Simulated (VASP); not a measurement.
Write the native input for VASP 6.6.1 that does the following.

```
Task                   : single point
Functional             : PBE
Potentials or basis    : VASP PAW PBE potentials, release 64 (Mg, Te)
Cutoff                 : 600 eV
k mesh                 : 3 × 3 × 3
Occupations            : gaussian, width 0.2 eV
Spin                   : no spin polarisation
Dipole correction      : no
Further INCAR settings : ALGO = Normal; EDIFF = 1e-06; NBANDS = 20
```

The structure of Mg7Te lies in POSCAR:

```
Mg7Te
1.0
    6.7845352300      0.0000000000      0.0000000000
    0.0000000000      6.7845352300      0.0000000000
    0.0000000000      0.0000000000      6.7845352300
Mg Te
7 1
Direct
    0.2349613960      0.2349613960      0.2349613960
    0.0000000000      0.5000000000      0.5000000000
    0.5000000000      0.5000000000      0.0000000000
    0.5000000000      0.0000000000      0.5000000000
    0.7650386040      0.2349613960      0.7650386040
    0.7650386040      0.7650386040      0.2349613960
    0.2349613960      0.7650386040      0.7650386040
    0.0000000000      0.0000000000      0.0000000000
```

The cell was built from a structure type or drawn by symmetry, and may not be a known phase.

One way to write it, as run:

INCAR

```
PREC = Accurate ; ENCUT = 600
EDIFF = 1E-6 ; ISMEAR = 0
SIGMA = 0.2 ; LREAL = F
LASPH = T ; NELM = 120
ALGO = Normal ; ISIF = 2
LWAVE = F ; LCHARG = F
GGA = PE ; NBANDS = 20
GGA_COMPAT = F
```

KPOINTS

```
regular mesh
0
Gamma
  3 3 3
```

Potentials or basis: VASP PAW PBE potentials, release 64 (Mg, Te).

Command:

```sh
$ cat potpaw_PBE.64/Mg/POTCAR potpaw_PBE.64/Te/POTCAR > POTCAR
$ mpirun -np 1 vasp_std > vasp.out
```

Results of the run:

```json
{
  "Pressure": "0.7 GPa",
  "Largest force": "0.024 eV/Å",
  "Band gap on the k mesh": "zero (bands 10 and 11 overlap by 0.05 eV)"
}
```

Caveat: semilocal functionals underestimate gaps, so a narrow gap can read as zero; spin-orbit coupling is left out, which moves the levels of the heavy elements.

It took 110 s on 1 thread of Intel Xeon 8259CL, on a shared host, peak memory 0.39 GiB.
